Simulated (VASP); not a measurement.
# CaO (Fm-3m) in VASP: further runs, part 2 of 2

VASP 6.6.1. The steps go on from the part before.

## (4) Relaxation of cell and atoms, PBE+D3(BJ)

File INCAR:

```
SYSTEM = CaO
  PREC = Accurate
  ENCUT = 600
  EDIFF = 1E-7
  ISMEAR = 0
  SIGMA = 0.02
  LREAL = .FALSE.
  LASPH = .TRUE.
  NELM = 120
  ALGO = Normal
  ISIF = 3
  LWAVE = .FALSE.
  LCHARG = .FALSE.
  GGA = PE
  IVDW = 12
  IBRION = 2
  NSW = 100
  EDIFFG = -0.002
  GGA_COMPAT = .FALSE.
  NELMIN = 4
```

File KPOINTS:

```
Automatic mesh
0
G
  8 8 8
  0 0 0
```

File POSCAR:

```
CaO
1.0
    0.0000000000      2.4535000000      2.4535000000
    2.4535000000      0.0000000000      2.4535000000
    2.4535000000      2.4535000000      0.0000000000
Ca O
1 1
Direct
    0.0000000000      0.0000000000      0.0000000000
    0.5000000000      0.5000000000      0.5000000000
```

Potentials or basis: VASP PAW PBE potentials, release 64 (Ca_sv, O).

The run is started by

```console
cat potpaw_PBE.64/Ca_sv/POTCAR potpaw_PBE.64/O/POTCAR > POTCAR
mpirun -np 1 vasp_std > vasp.out
```

OUTCAR:

```text
SYSTEM = CaO
   PREC = Accurate
   ENCUT = 600
   EDIFF = 1E-7
   ISMEAR = 0
   LREAL = .FALSE.
   LASPH = .TRUE.
   NELM = 120
   ISIF = 3
   GGA = PE
   IVDW = 12
   IBRION = 2
   NSW = 100
   EDIFFG = -0.002
   NELMIN = 4
 IVDW          = 12

 ion  position               nearest neighbor table
   1  0.000  0.000  0.000-   2 2.45   2 2.45   2 2.45   2 2.45   2 2.45   2 2.45
   2  0.500  0.500  0.500-   1 2.45   1 2.45   1 2.45   1 2.45   1 2.45   1 2.45

  LATTYP: Found a face centered cubic cell.
 ALAT       =     4.9070000000

  Lattice vectors:

 A1 = (   0.0000000000,   2.4535000000,   2.4535000000)
 A2 = (   2.4535000000,   0.0000000000,   2.4535000000)
 A3 = (   2.4535000000,   2.4535000000,   0.0000000000)

Analysis of symmetry for initial positions (statically):
=====================================================================
 Subroutine PRICEL returns:
 Original cell was already a primitive cell.

 Routine SETGRP: Setting up the symmetry group for a
 face centered cubic supercell.

 Subroutine GETGRP returns: Found 48 space group operations
 (whereof 48 operations were pure point group operations)
 out of a pool of 48 trial point group operations.

The static configuration has the point symmetry O_h .

Analysis of symmetry for dynamics (positions and initial velocities):
=====================================================================
 Subroutine PRICEL returns:
 Original cell was already a primitive cell.

 Routine SETGRP: Setting up the symmetry group for a
 face centered cubic supercell.

 Subroutine GETGRP returns: Found 48 space group operations
 (whereof 48 operations were pure point group operations)
 out of a pool of 48 trial point group operations.

The dynamic configuration has the point symmetry O_h .

 Subroutine INISYM returns: Found 48 space group operations
 (whereof 48 operations are pure point group operations),
 and found     1 'primitive' translations

----------------------------------------------------------------------------------------

                                     Primitive cell

  volume of cell :      29.5385
[... 104 lines left out ...]
   ISMEAR =     0;   SIGMA  =   0.02  broadening in eV -4-tet -1-fermi 0-gaus
   EFERMI_NEDOS =   21; number of points for ismear=-14 and -15
   IALGO  =     38    algorithm
   IMIX   =      4    mixing-type and parameters
     AMIX     =   0.40;   BMIX     =  1.00
     AMIX_MAG =   1.60;   BMIX_MAG =  1.00
  volume/ion in A,a.u.               =      14.77        99.67
  Fermi-wavevector in a.u.,A,eV,Ry     =   1.334501  2.521840 24.230504  1.780892
  Thomas-Fermi vector in A             =   2.463277
   LORBIT       =      0    0 simple, 1 ext, 2 COOP (PROOUT), +10 PAW based schemes
   GGA     = PE    functional components
   LHFCALC =     F    Hartree Fock is set to
   AEXX    =    0.0000 exact exchange contribution
   IVDW    =    12    specifies the selected vdW correction
   LEPSILON=     F    determine dielectric tensor
   LRPA    =     F    only Hartree local field effects (RPA)
 conjugate gradient relaxation of ions
 non-spin polarized calculation
 Gauss-broadening in eV      SIGMA  =   0.02
  energy-cutoff  :      600.00
  volume of cell :       29.54
 maximum number of plane-waves:       995
   NGX = 13   NGY = 13   NGZ = 13

--------------------------------------- Ionic step        1  -------------------------------------------

 number of electron      16.0000005 magnetization

 Free energy of the ion-electron system (eV)
  ---------------------------------------------------
  ext. energy  EPLUGINS =         0.00000000
  ---------------------------------------------------
  free energy    TOTEN  =       -12.79322228 eV

  energy without entropy =      -12.79322228  energy(sigma->0) =      -12.79322228

------------------------ aborting loop because EDIFF is reached ----------------------------------------

 Edisp (eV)   -0.51078

 E8    (eV) :    -0.2292
[... 71 lines left out ...]
--------------------------------------- Ionic step        3  -------------------------------------------

 number of electron      15.9999997 magnetization

 Free energy of the ion-electron system (eV)
  ---------------------------------------------------
  ext. energy  EPLUGINS =         0.00000000
  ---------------------------------------------------
  free energy    TOTEN  =       -12.80146490 eV

  energy without entropy =      -12.80146490  energy(sigma->0) =      -12.80146490

 E-fermi :   2.6291     XC(G=0): -10.5255

 val. band max:        2.4062195342   @ k =   0.0000   0.0000   0.0000
 cond. band min:       6.0402780301   @ k =   0.5000   0.5000   0.0000
 fundamental gap:      3.6340584959
 Fermi energy:         2.6290629639

 k-point     1 :       0.0000    0.0000    0.0000
  band No.  band energies     occupation
      1     -35.1874      2.00000
      2     -15.9440      2.00000
      3     -15.9440      2.00000
      4     -15.9440      2.00000
      5     -13.1458      2.00000
      6       2.4062      2.00000
      7       2.4062      2.00000
      8       2.4062      2.00000
      9       7.2043      0.00000
     10       8.6582      0.00000
     11       8.6582      0.00000
     12       8.6582      0.00000
[... 331 lines left out ...]
 k-point    24 :      -0.3750    0.2500    0.1250
  band No.  band energies     occupation
      1     -35.0631      2.00000
      2     -16.8690      2.00000
      3     -16.1912      2.00000
      4     -16.0737      2.00000
      5     -12.1974      2.00000
      6       0.3396      2.00000
      7       1.2683      2.00000
      8       1.3356      2.00000
      9       9.1963      0.00000
     10       9.2774      0.00000
     11      11.2238      0.00000
     12      11.4240      0.00000

 [... further k-points ...]

------------------------ aborting loop because EDIFF is reached ----------------------------------------

 Edisp (eV)   -0.55014

 E8    (eV) :    -0.2469
[... 25 lines left out ...]
  FREE ENERGIE OF THE ION-ELECTRON SYSTEM (eV)
  ---------------------------------------------------
  free  energy   TOTEN  =       -13.3516078022 eV

  energy  without entropy=      -13.3516078022  energy(sigma->0) =      -13.35160780

 reached required accuracy - stopping structural energy minimisation
```

It took 19 s on 1 thread of Intel Xeon 6975P-C (Granite Rapids), shared host; peak memory 0.18 GiB.

What came out:

```yaml
Free_energy: -13.3516 eV
Relaxed_volume: 13.74 Å³/atom
Relaxed_cell: a = 3.387 Å, b = 3.387 Å, c = 3.387 Å, α = 60.00°, β = 60.00°, γ = 60.00°
Space_group_after_relaxing_to_0.1_Å: Fm-3m (No. 225)
Energy_gained_by_relaxing: 23.8 meV/atom
Ionic_steps: 3
Pressure_after_relaxing: 0.0 GPa
Band_gap_on_the_k_mesh: 3.63 eV (least direct gap 4.01 eV)
Dispersion_energy_per_atom: -0.275 eV
```

Step by step:
| step | energy change (eV) | largest force (eV/Å) | pressure (GPa) | volume (Å³) |
| --- | --- | --- | --- | --- |
| 1 | 0.0000 | 0.0000 | -6.94 | 29.54 |
| 2 | -0.0430 | 0.0000 | 2.57 | 26.89 |
| 3 | -0.0476 | 0.0000 | 0.01 | 27.48 |

Final structure:
```xyz
2
Lattice="0.0000 2.3950 2.3950 2.3950 0.0000 2.3950 2.3950 2.3950 0.0000" Properties=species:S:1:pos:R:3 pbc="T T T"
Ca    0.0000    0.0000    0.0000
O     2.3950    2.3950    2.3950
```

Levels at points of the mesh, in eV from the valence-band top:
```tsv
k point	band 4	band 5	band 6	band 7	band 8	band 9	band 10	band 11	band 12
(0.00, 0.00, 0.00)	-18.35	-15.55	0.00	0.00	0.00	4.80	6.25	6.25	6.25
(0.50, 0.00, 0.00)	-18.41	-14.31	-2.66	-1.22	-1.22	7.10	8.41	8.41	8.59
(0.50, 0.50, 0.00)	-18.59	-15.31	-1.30	-0.37	-0.37	3.63	8.12	8.95	9.60
```

## (5) Overview

```tsv
task	cell	k mesh	smearing	gap on the mesh (eV)	pressure (GPa)
single point	a = 3.470 Å, angles 60.0°, 2 atoms	6 × 6 × 6	gaussian 0.1 eV	3.64	-7.0
single point	a = 3.382 Å, angles 60.0°, 2 atoms	8 × 8 × 8	gaussian 0.02 eV	3.63	0.5
relaxation of cell and atoms	relaxed from a = 3.470 Å, angles 60.0°, 2 atoms	8 × 8 × 8	gaussian 0.02 eV	3.63	0.0
```

Alike in all rows: level PBE+D3(BJ); potentials or basis VASP PAW PBE potentials, release 64 (Ca_sv, O); no spin polarisation; cutoff (eV) 600.

Caveats: the cell stands under tension (at least some runs).

Absolute energies hang on the potentials; compare differences alone.
